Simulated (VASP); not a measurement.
# Be3Sn4P8 (a cell with a defect) in VASP: a series of runs

The runs below take Be3Sn4P8 (a cell with a defect) through single point, with PBEsol.

Everything below comes from runs of VASP 6.6.1. Logs are shortened: lines on timing, memory, paths and dates and some standing lists are left out, and cuts for length are marked.

## Step 1: The cell of the first run

The cell holds a defect, 15 atoms: a = 6.611 Å, b = 6.611 Å, c = 7.598 Å, α = 90.00°, β = 90.00°, γ = 109.85°.

## Step 2: Single point, PBEsol

Contents of INCAR:

```
ALGO     = Normal         # electronic algorithm
EDIFF    = 1E-6           # SCF threshold, eV
ENCUT    = 520            # plane-wave cutoff, eV
GGA      = PS             # functional
ISIF     = 2              # what is computed and relaxed
ISMEAR   = 0              # smearing method
LASPH    = True           # aspherical terms in the spheres
LCHARG   = False          # write CHGCAR
LREAL    = Auto         
LWAVE    = False          # write WAVECAR
NBANDS   = 64             # bands
NELM     = 60             # most SCF steps
PREC     = Accurate       # precision mode
SIGMA    = 0.05           # smearing width, eV
```

Contents of KPOINTS:

```
k-points
0
Gamma
  4 4 4
```

Contents of POSCAR:

```
Be3Sn4P8
1.0
   -2.6862993047     -2.6862993047      5.4102047162
   -2.6862993047     -2.6862993047     -5.4102047162
    5.3725986094     -5.3725986094      0.0000000000
Be Sn P
3 4 8
Direct
    1.0075551197      0.4888486849      0.2663038139
    0.3276323020      0.0505416782      0.5791243170
    0.4802007791      0.4955726559     -0.0177185208
    0.5047169466      1.0209663579      0.2147699994
    0.9848924532      0.4610054381      0.7540515856
    0.4976532874      0.5496054805      0.4788659431
   -0.0144243295     -0.0347738368      0.0420278931
    0.6153332969      0.9544173235      0.5200766339
    0.1361423183      0.3731266964      0.0386016182
    0.1193764249      0.8451423074      0.3264224870
    0.5752728726      0.3584588957      0.7461558719
    0.2216473688      0.8590356343      0.8077063476
    0.6619598737      0.4348795570      0.2071937773
    0.1005445368      0.3071300652      0.4840739443
    0.5314966943      0.8360430260      0.9273443565
```

Potentials or basis: VASP PAW PBE potentials, release 64 (Be, Sn_d, P).

Run with:

```console
cat potpaw_PBE.64/Be/POTCAR potpaw_PBE.64/Sn_d/POTCAR potpaw_PBE.64/P/POTCAR > POTCAR
mpirun -np 1 vasp_std > vasp.out
```

OUTCAR:

```text
EDIFF = 1E-6
   ENCUT = 520
   GGA = PS
   ISIF = 2
   ISMEAR = 0
   LASPH = True
   LREAL = Auto
   NELM = 60
   PREC = Accurate

 ion  position               nearest neighbor table
   1  0.008  0.489  0.266-   9 2.18  13 2.23  14 2.25  10 2.26
   2  0.328  0.051  0.579-  12 2.12   8 2.25  10 2.48  11 2.48   4 3.04
   3  0.480  0.496  0.982-   9 2.18  11 2.20  15 2.20  13 2.20
   4  0.505  0.021  0.215-   8 2.52  15 2.54  10 2.56  13 2.58   2 3.04   7 3.57   7 3.57   6 3.69

   5  0.985  0.461  0.754-  14 2.52   9 2.53  11 2.56  12 2.60
   6  0.498  0.550  0.479-  11 2.53   8 2.54  13 2.56  14 2.57   4 3.69
   7  0.986  0.965  0.042-   9 2.54  10 2.56  12 2.62  15 2.96   4 3.57   4 3.57
   8  0.615  0.954  0.520-   2 2.25   4 2.52   6 2.54
   9  0.136  0.373  0.039-   1 2.18   3 2.18   5 2.53   7 2.54
  10  0.119  0.845  0.326-   1 2.26   2 2.48   4 2.56   7 2.56
  11  0.575  0.358  0.746-   3 2.20   2 2.48   6 2.53   5 2.56
  12  0.222  0.859  0.808-   2 2.12  15 2.29   5 2.60   7 2.62
  13  0.662  0.435  0.207-   3 2.20   1 2.23   6 2.56   4 2.58
  14  0.101  0.307  0.484-   1 2.25   5 2.52   6 2.57
  15  0.531  0.836  0.927-   3 2.20  12 2.29   4 2.54   7 2.96

  LATTYP: Found a base centered orthorhombic cell.
 ALAT       =     7.5980018186
 B/A-ratio  =     1.4241125089
 C/A-ratio  =     1.0000000000

  Lattice vectors:

 A1 = (  -2.6862993047,  -2.6862993047,   5.4102047162)
 A2 = (  -2.6862993047,  -2.6862993047,  -5.4102047162)
 A3 = (   5.3725986094,  -5.3725986094,   0.0000000000)

Analysis of symmetry for initial positions (statically):
=====================================================================
 Subroutine PRICEL returns:
 Original cell was already a primitive cell.

 Routine SETGRP: Setting up the symmetry group for a
 base centered orthorhombic supercell.

 Subroutine GETGRP returns: Found  1 space group operations
 (whereof  1 operations were pure point group operations)
 out of a pool of  8 trial point group operations.

The static configuration has the point symmetry C_1 .

Analysis of symmetry for dynamics (positions and initial velocities):
=====================================================================
 Subroutine PRICEL returns:
 Original cell was already a primitive cell.

 Routine SETGRP: Setting up the symmetry group for a
 base centered orthorhombic supercell.

 Subroutine GETGRP returns: Found  1 space group operations
 (whereof  1 operations were pure point group operations)
 out of a pool of  8 trial point group operations.

The dynamic configuration has the point symmetry C_1 .

 Subroutine INISYM returns: Found  1 space group operations
 (whereof  1 operations are pure point group operations),
 and found     1 'primitive' translations

----------------------------------------------------------------------------------------

                                     Primitive cell

  volume of cell :     312.3291

  direct lattice vectors                    reciprocal lattice vectors
    -2.686299305 -2.686299305  5.410204716    -0.093064834 -0.093064834  0.092417945
    -2.686299305 -2.686299305 -5.410204716    -0.093064834 -0.093064834 -0.092417945
     5.372598609 -5.372598609  0.000000000     0.093064834 -0.093064834  0.000000000

  length of vectors
     6.610803505  6.610803505  7.598001819     0.160820407  0.160820407  0.131613551

  position of ions in fractional coordinates (direct lattice)
     0.007555120  0.488848685  0.266303814
     0.327632302  0.050541678  0.579124317
     0.480200779  0.495572656  0.982281479
     0.504716947  0.020966358  0.214769999
     0.984892453  0.461005438  0.754051586
     0.497653287  0.549605480  0.478865943
     0.985575670  0.965226163  0.042027893
     0.615333297  0.954417324  0.520076634
     0.136142318  0.373126696  0.038601618
     0.119376425  0.845142307  0.326422487
     0.575272873  0.358458896  0.746155872
     0.221647369  0.859035634  0.807706348
     0.661959874  0.434879557  0.207193777
     0.100544537  0.307130065  0.484073944
     0.531496694  0.836043026  0.927344357

  ion indices of the primitive-cell ions
   primitive index   ion index
                 1           1
                 2           2
                 3           3
                 4           4
                 5           5
                 6           6
                 7           7
                 8           8
                 9           9
                10          10
                11          11
                12          12
                13          13
                14          14
                15          15

----------------------------------------------------------------------------------------

 KPOINTS: k-points

Automatic generation of k-mesh.
 Grid dimensions read from file:
 generate k-points for:    4    4    4

 Generating k-lattice:

  Cartesian coordinates                     Fractional coordinates (reciprocal lattice)
    -0.023266209 -0.023266209  0.023104486     0.250000000  0.000000000  0.000000000
    -0.023266209 -0.023266209 -0.023104486     0.000000000  0.250000000  0.000000000
     0.023266209 -0.023266209  0.000000000     0.000000000  0.000000000  0.250000000

  Length of vectors
     0.040205102  0.040205102  0.032903388

  Shift w.r.t. Gamma in fractional coordinates (k-lattice)
     0.000000000  0.000000000  0.000000000

 Subroutine IBZKPT returns following result:
 ===========================================

 Found     36 irreducible k-points:

 Following reciprocal coordinates:
            Coordinates               Weight
  0.000000  0.000000  0.000000      1.000000
  0.250000  0.000000  0.000000      2.000000
  0.000000  0.250000  0.000000      2.000000
  0.500000  0.000000  0.000000      1.000000
  0.000000  0.500000  0.000000      1.000000
  0.250000  0.250000  0.000000      2.000000
[... 16 lines left out ...]
 -0.250000  0.500000 -0.250000      2.000000
 -0.250000  0.250000  0.250000      2.000000
 [... further k-points ...]
   k-points           NKPTS =     36   k-points in BZ     NKDIM =     36   number of bands    NBANDS=     64
   number of dos      NEDOS =    301   number of ions     NIONS =     15
   total plane-waves  NPLWV = 150000
   dimension x,y,z NGX =    50 NGY =   50 NGZ =   60
   dimension x,y,z NGXF=   100 NGYF=  100 NGZF=  120
   ions per type =               3   4   8
   NGX,Y,Z   is equivalent  to a cutoff of  12.57, 12.57, 13.13 a.u.
   NGXF,Y,Z  is equivalent  to a cutoff of  25.15, 25.15, 26.26 a.u.
 SYSTEM =  unknown system
   PREC   = accura    normal or accurate (medium, high low for compatibility)
   ISTART =      0    job   : 0-new  1-cont  2-samecut
   ICHARG =      2    charge: 1-file 2-atom 10-const
   ISPIN  =      1    spin polarized calculation?
   LNONCOLLINEAR =      F non collinear calculations
   LSORBIT =      F    spin-orbit coupling
   LASPH  =      T    aspherical Exc in radial PAW
   ENCUT  =  520.0 eV  38.22 Ry    6.18 a.u.  12.29 12.29 14.13*2*pi/ulx,y,z
   NELM   =     60;   NELMIN=  2; NELMDL= -5     # of ELM steps
   EDIFF  = 0.1E-05   stopping-criterion for ELM
   LREAL  =      T    real-space projection
   EDIFFG = 0.1E-04   stopping-criterion for IOM
   NSW    =      0    number of steps for IOM
   IBRION =     -1    ionic relax: 0-MD 1-quasi-New 2-CG
   NFREE  =      0    steps in history (QN), initial steepest desc. (CG)
   ISIF   =      2    stress and relaxation
   ISYM   =      2    0-nonsym 1-usesym 2-fastsym
   POTIM  = 0.5000    time-step for ionic-motion
   TEBEG  =    0.0;   TEEND  =   0.0 temperature during run
   PSTRESS=    0.0 pullay stress
   NELECT =     102.0000    total number of electrons
   NUPDOWN=      -1.0000    fix difference up-down
   EMIN   =  10.00;   EMAX   =-10.00  energy-range for DOS
   EFERMI =   0.00;   METHOD = LEGACY
   ISMEAR =     0;   SIGMA  =   0.05  broadening in eV -4-tet -1-fermi 0-gaus
   EFERMI_NEDOS =   21; number of points for ismear=-14 and -15
   IALGO  =     38    algorithm
   IMIX   =      4    mixing-type and parameters
     AMIX     =   0.40;   BMIX     =  1.00
     AMIX_MAG =   1.60;   BMIX_MAG =  1.00
  volume/ion in A,a.u.               =      20.82       140.51
  Fermi-wavevector in a.u.,A,eV,Ry     =   1.127381  2.130441 17.292842  1.270988
  Thomas-Fermi vector in A             =   2.264067
   LORBIT       =      0    0 simple, 1 ext, 2 COOP (PROOUT), +10 PAW based schemes
   GGA     = PS    functional components
   LHFCALC =     F    Hartree Fock is set to
   AEXX    =    0.0000 exact exchange contribution
   IVDW    =     0    specifies the selected vdW correction
   LEPSILON=     F    determine dielectric tensor
   LRPA    =     F    only Hartree local field effects (RPA)
 non-spin polarized calculation
 Gauss-broadening in eV      SIGMA  =   0.05
  energy-cutoff  :      520.00
  volume of cell :      312.33
 maximum number of plane-waves:      8440
 NGX is ok and might be reduce to    50
   NGX = 25   NGY = 25   NGZ = 29

 number of electron     102.0000002 magnetization

 Free energy of the ion-electron system (eV)
  ---------------------------------------------------
  ext. energy  EPLUGINS =         0.00000000
  ---------------------------------------------------
  free energy    TOTEN  =       -74.38624159 eV

  energy without entropy =      -74.38028614  energy(sigma->0) =      -74.38326386

 E-fermi :   5.4918     XC(G=0):  -9.7515

 val. band max:        5.4890763441   @ k =   0.5000   0.5000   0.2500
 cond. band min:       5.4981726254   @ k =   0.5000   0.0000   0.0000
 fundamental gap:      0.0090962813
 Fermi energy:         5.4917515081

 k-point     1 :       0.0000    0.0000    0.0000
  band No.  band energies     occupation
      1     -15.8487      2.00000
      2     -15.8401      2.00000
      3     -15.8292      2.00000
      4     -15.8249      2.00000
      5     -15.8162      2.00000
      6     -15.8026      2.00000
[... 55 lines left out ...]
     62       9.3449      0.00000
     63       9.5549      0.00000

 k-point     2 :       0.2500    0.0000    0.0000
  band No.  band energies     occupation
      1     -15.8496      2.00000
      2     -15.8413      2.00000
      3     -15.8349      2.00000
      4     -15.8259      2.00000
      5     -15.8140      2.00000
      6     -15.8040      2.00000
[... 55 lines left out ...]
     62       9.1032      0.00000
     63       9.5000      0.00000

 k-point     3 :       0.0000    0.2500    0.0000
  band No.  band energies     occupation
      1     -15.8484      2.00000
      2     -15.8408      2.00000
      3     -15.8290      2.00000
      4     -15.8250      2.00000
      5     -15.8161      2.00000
      6     -15.8027      2.00000
[... 1375 lines left out ...]
     62       9.0697      0.00000
     63       9.3442      0.00000

 k-point    24 :      -0.2500    0.2500    0.2500
  band No.  band energies     occupation
      1     -15.8490      2.00000
      2     -15.8418      2.00000
      3     -15.8362      2.00000
      4     -15.8253      2.00000
      5     -15.8129      2.00000
      6     -15.8042      2.00000
[... 55 lines left out ...]
     62       9.1302      0.00000
     63       9.2880      0.00000

 [... further k-points ...]

 [bands above 63 left out]

------------------------ aborting loop because EDIFF is reached ----------------------------------------

  FORCE on cell =-STRESS in cart. coord.  units (eV):
  Direction    XX          YY          ZZ          XY          YZ          ZX
  --------------------------------------------------------------------------------------
  -------------------------------------------------------------------------------------
  Total       -1.2295329     -7.8830280     -6.0834442     -2.0346821      2.6045548      0.6581922
  in kB       -6.3072237    -40.4381394    -31.2066841    -10.4374563     13.3607733      3.3763760
  external PRESSURE =     -25.9840157 kB  Pullay stress =       0.0000000 kB

 VOLUME and BASIS-vectors are now :
 -----------------------------------------------------------------------------
  energy-cutoff  :      520.00
  volume of cell :      312.33
      direct lattice vectors                 reciprocal lattice vectors
    -2.686299305 -2.686299305  5.410204716    -0.093064834 -0.093064834  0.092417945
    -2.686299305 -2.686299305 -5.410204716    -0.093064834 -0.093064834 -0.092417945
     5.372598609 -5.372598609  0.000000000     0.093064834 -0.093064834  0.000000000

 POSITION                                       TOTAL-FORCE (eV/Angst)
 -----------------------------------------------------------------------------------
      0.09725     -2.76423     -2.60390         0.000880     -0.007323     -0.003903
      2.09551     -4.12729      1.49912        -0.019398      0.007443     -0.013801
      2.65618     -7.89862     -0.08317         0.000411     -0.000351      0.001556
     -0.25827     -2.56602      2.61719         0.003603      0.001513      0.000977
      0.16710     -7.93533      2.83434         0.001281      0.008332      0.010778
     -0.24050     -5.38601     -0.28107         0.008793      0.001218      0.002285
     -5.01464     -5.46624      0.11010         0.003100     -0.011140      0.006990
     -1.42266     -7.01098     -1.83451        -0.010006      0.008911      0.014866
     -1.16066     -1.57544     -1.28213        -0.001220      0.018277     -0.000430
     -0.83725     -4.34472     -3.92654        -0.006694      0.001692     -0.009971
      1.50051     -6.51708      1.17301        -0.012925     -0.002296      0.006013
      1.43644     -7.24252     -3.44840         0.020705     -0.008168      0.006003
     -1.83327     -4.05961      1.22855         0.009289     -0.003262     -0.003874
      1.50560     -3.69587     -1.11767         0.002809     -0.013876      0.001748
      1.30863     -8.65587     -1.64766        -0.000630     -0.000971     -0.019236
 -----------------------------------------------------------------------------------
    total drift:                                0.012903      0.006168      0.019305

  FREE ENERGIE OF THE ION-ELECTRON SYSTEM (eV)
  ---------------------------------------------------
  free  energy   TOTEN  =       -74.3862415865 eV

  energy  without entropy=      -74.3802861428  energy(sigma->0) =      -74.38326386
```

It took 10 min on 1 thread of Intel Xeon 6975P-C (Granite Rapids), shared host; peak memory 0.64 GiB.

What came out:

* Free energy: -74.3862 eV
* Pressure: -2.6 GPa
* Largest force: 0.025 eV/Å
* Band gap on the k mesh: zero (bands 51 and 52 overlap by 0.59 eV)

Forces in eV/Å, atoms in the order of the input:
```
Be   0.001 -0.007 -0.004
Be  -0.019  0.007 -0.014
Be   0.000  0.000  0.002
Sn   0.004  0.002  0.001
Sn   0.001  0.008  0.011
Sn   0.009  0.001  0.002
Sn   0.003 -0.011  0.007
P   -0.010  0.009  0.015
P   -0.001  0.018  0.000
P   -0.007  0.002 -0.010
P   -0.013 -0.002  0.006
P    0.021 -0.008  0.006
P    0.009 -0.003 -0.004
P    0.003 -0.014  0.002
P   -0.001 -0.001 -0.019
```

Stress tensor (GPa, compression positive):
```
-0.63 -1.04  0.34
-1.04 -4.04  1.34
 0.34  1.34 -3.12
```

Caveat: the PAW data sets were made with another functional, which shifts forces and pressure a little; spin-orbit coupling is left out, which moves the levels of the heavy elements.

## Step 3: Single point, PBEsol

Contents of INCAR:

```
  PREC = Accurate
  ENCUT = 520
  EDIFF = 1E-7
  ISMEAR = 0
  SIGMA = 0.05
  LREAL = Auto
  LASPH = T
  NELM = 100
  ALGO = Normal
  ISIF = 2
  LWAVE = F
  LCHARG = T
  GGA = PS
  LELF = T
  LVHAR = T
  NBANDS = 64
```

Contents of KPOINTS:

```
regular mesh
0
Gamma
  4 4 4
```

Contents of POSCAR:

```
Be3Sn4P8
1.0
   -2.6862993047     -2.6862993047      5.4102047162
   -2.6862993047     -2.6862993047     -5.4102047162
    5.3725986094     -5.3725986094      0.0000000000
Be Sn P
3 4 8
Direct
    0.9942144845      0.4910704922      0.2558229453
    0.4945747983      0.0576177654      0.6706074215
    0.4759029706      0.4949763709     -0.0097236931
    0.4751672413      1.0128650092      0.2371781502
    0.9974424579      0.4724991056      0.7463401403
    0.4874976512      0.5342827570      0.4804723352
   -0.0215939297     -0.0329759389      0.0237678281
    0.6784144351      0.9436080969      0.4947633712
    0.1305060480      0.3723344202      0.0326035896
    0.0827360927      0.8380823715      0.3114353261
    0.5941838456      0.3800059982      0.7573913102
    0.2289023144      0.8629884868      0.8067233038
    0.6473556363      0.4204505441      0.2109065058
    0.0812656522      0.3136337539      0.4696608073
    0.5284303944      0.8385609880      0.9495505566
```

Potentials or basis: VASP PAW PBE potentials, release 64 (Be, Sn_d, P).

Run with:

```console
cat potpaw_PBE.64/Be/POTCAR potpaw_PBE.64/Sn_d/POTCAR potpaw_PBE.64/P/POTCAR > POTCAR
mpirun -np 1 vasp_std > vasp.out
```

Run time: 10 min. Hardware: 1 thread of Intel Xeon 6975P-C (Granite Rapids), shared host; peak memory 0.65 GiB.

The run converged. Its results:

| Item | Value |
| --- | --- |
| Free energy | -75.0018 eV |
| Pressure | -0.9 GPa |
| Largest force | 0.396 eV/Å |
| Band gap on the k mesh | zero (bands 51 and 52 overlap by 0.63 eV) |

Forces on the atoms (eV/Å):
```
Be  -0.010  0.039 -0.042
Be   0.001 -0.290  0.269
Be   0.020  0.006 -0.020
Sn   0.068  0.006 -0.052
Sn  -0.037  0.011 -0.003
Sn   0.037  0.023 -0.012
Sn  -0.025  0.037 -0.023
P   -0.089  0.034  0.120
P   -0.005  0.051 -0.025
P   -0.004  0.076 -0.070
P   -0.032 -0.046 -0.020
P    0.008  0.009 -0.009
P    0.047  0.035 -0.014
P   -0.012  0.028 -0.055
P    0.034 -0.018 -0.043
```

Stress tensor (GPa, compression positive):
```
-0.02 -1.24  0.11
-1.24 -2.06  1.12
 0.11  1.12 -0.66
```

Levels at points of the mesh, in eV from the Fermi level:
```tsv
k point	band 49	band 50	band 51	band 52	band 53	band 54
(0.00, 0.00, 0.00)	-0.48	-0.02	0.33	0.68	0.97	1.50
(0.50, 0.00, 0.00)	-0.82	-0.76	-0.08	0.03	1.47	1.68
(0.00, 0.50, 0.00)	-0.65	-0.55	-0.39	1.02	1.42	1.69
(0.50, 0.50, 0.00)	-0.87	-0.72	-0.42	0.01	0.86	1.02
(0.00, 0.00, 0.50)	-1.00	-0.53	0.44	0.59	1.01	1.66
(0.50, 0.00, 0.50)	-1.27	-0.88	-0.35	-0.10	2.14	2.32
(0.00, 0.50, 0.50)	-1.17	-0.85	-0.52	0.51	2.28	2.46
(0.50, 0.50, 0.50)	-1.01	-0.72	-0.46	-0.17	1.26	1.80
```

Caveat: the PAW data sets were made with another functional, which shifts forces and pressure a little; spin-orbit coupling is left out, which moves the levels of the heavy elements.

The gap in the log of VASP goes by the Fermi energy; the results here count the filled bands.